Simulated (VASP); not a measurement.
Wanted: the native input for a VASP 6.6.1 run.

```yaml
Task: single point
Functional: PBE
Dispersion: D3(BJ)
Potentials_or_basis: VASP PAW PBE potentials, release 64 (C, H)
Cutoff: 520 eV
k_mesh: 6 × 6 × 1
Occupations: gaussian, width 0.1 eV
Spin: collinear spin, ferromagnetic start
Starting_moments: "[0.0, 0.0, 0.0, 0.0, 0.0, 0.0, 0.0, 0.0, 1.0] μB"
Dipole_correction: yes
Further_INCAR_settings: ALGO = Normal; EDIFF = 1e-06; NBANDS = 30
```

The structure of HC8 lies in POSCAR:

```
HC8
1.0
    4.9313048824     -0.0000000001      0.0000000000
   -2.4656524412      4.2706353020      0.0000000000
    0.0000000000      0.0000000000     17.0000331944
C H
8 1
Direct
    0.3333333333      0.1666666667      0.2352956108
    0.3333333333      0.6666666667      0.2352956108
    0.8333333333      0.1666666667      0.2352956108
    0.8333333333      0.6666666667      0.2352956108
    0.1666666667      0.3333333333      0.2352936582
    0.1666666667      0.8333333333      0.2352936582
    0.6666666667      0.3333333333      0.2352936582
    0.6666666667      0.8333333333      0.2352936582
    0.3333333333      0.1666666667      0.3311777765
```

These files were run (other wordings do the same):

INCAR

```
SYSTEM = HC8
  ALGO = Normal
  DIPOL = 0.5 0.5 0.246
  EDIFF = 1E-6
  ENCUT = 520
  GGA = PE
  IDIPOL = 3
  ISIF = 2
  ISMEAR = 0
  ISPIN = 2
  IVDW = 12
  LASPH = .TRUE.
  LCHARG = .FALSE.
  LDIPOL = .TRUE.
  LORBIT = 11
  LREAL = .FALSE.
  LWAVE = .FALSE.
  MAGMOM = 0 0 0 0 0 0 0 0 1
  NBANDS = 30
  NELM = 150
  PREC = Accurate
  SIGMA = 0.1
```

KPOINTS

```
k-points
0
G
  6 6 1
  0 0 0
```

Potentials or basis: VASP PAW PBE potentials, release 64 (C, H).

Launch:

```console
$ cat potpaw_PBE.64/C/POTCAR potpaw_PBE.64/H/POTCAR > POTCAR
$ mpirun -np 1 vasp_std > vasp.out
```

Results of the run:

```json
{
 "Largest force": "2.126 eV/Å",
 "Band gap on the k mesh": "0.30 eV, indirect (least direct gap 0.45 eV)",
 "Net moment": "1.00 μB per cell",
 "Site moments": "C -0.05, -0.04, +0.09, +0.08; H +0.26 μB",
 "Valence electrons inside the program's atomic spheres": "C 2.64, 2.65; H 0.43",
 "Dispersion energy per atom": "-0.089 eV"
}
```

Run time: 16 min on 1 thread of AMD EPYC 7R13 (shared host), peak memory 0.62 GiB.
